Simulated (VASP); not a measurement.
Here is a VASP 6.6.1 calculation.

Contents of INCAR:

```
  PREC = Accurate
  ENCUT = 520
  EDIFF = 1E-7
  ISMEAR = -1
  SIGMA = 0.02
  LREAL = F
  LASPH = T
  NELM = 80
  ALGO = Normal
  ISIF = 2
  LWAVE = F
  LCHARG = T
  GGA = PE
  IVDW = 12
  LELF = T
  LVHAR = T
  NBANDS = 48
```

File KPOINTS:

```
regular mesh
0
Gamma
  6 6 2
```

File POSCAR:

```
InSe
1.0
    4.0334761483      0.0000000000      0.0000000000
   -2.0167380742      3.4930928100      0.0000000000
    0.0000000000      0.0000000000     16.7666495474
In Se
4 4
Direct
    0.3333333333      0.6666666667      0.1666749086
    0.6666666667      0.3333333333      0.6666749086
    0.3333333333      0.6666666667      0.3333250914
    0.6666666667      0.3333333333      0.8333250914
    0.3333333333      0.6666666667      0.5899964173
    0.6666666667      0.3333333333      0.0899964173
    0.3333333333      0.6666666667      0.9100035827
    0.6666666667      0.3333333333      0.4100035827
```

Potentials or basis: VASP PAW PBE potentials, release 64 (In_d, Se).

Command:

```bash
$ cat potpaw_PBE.64/In_d/POTCAR potpaw_PBE.64/Se/POTCAR > POTCAR
$ mpirun -np 1 vasp_std > vasp.out
```

Estimate the dispersion energy per atom.

-0.296 eV.

Estimate the band gap on the k mesh.

0.35 eV.

What does it give for the largest force?

0.017 eV/Å.

Forces on the atoms (eV/Å):
```
In   0.000  0.000  0.017
In   0.000  0.000  0.017
In   0.000  0.000 -0.017
In   0.000  0.000 -0.017
Se   0.000  0.000 -0.017
Se   0.000  0.000 -0.017
Se   0.000  0.000  0.017
Se   0.000  0.000  0.017
```

Caveat: spin-orbit coupling is left out, which moves the levels of the heavy elements.
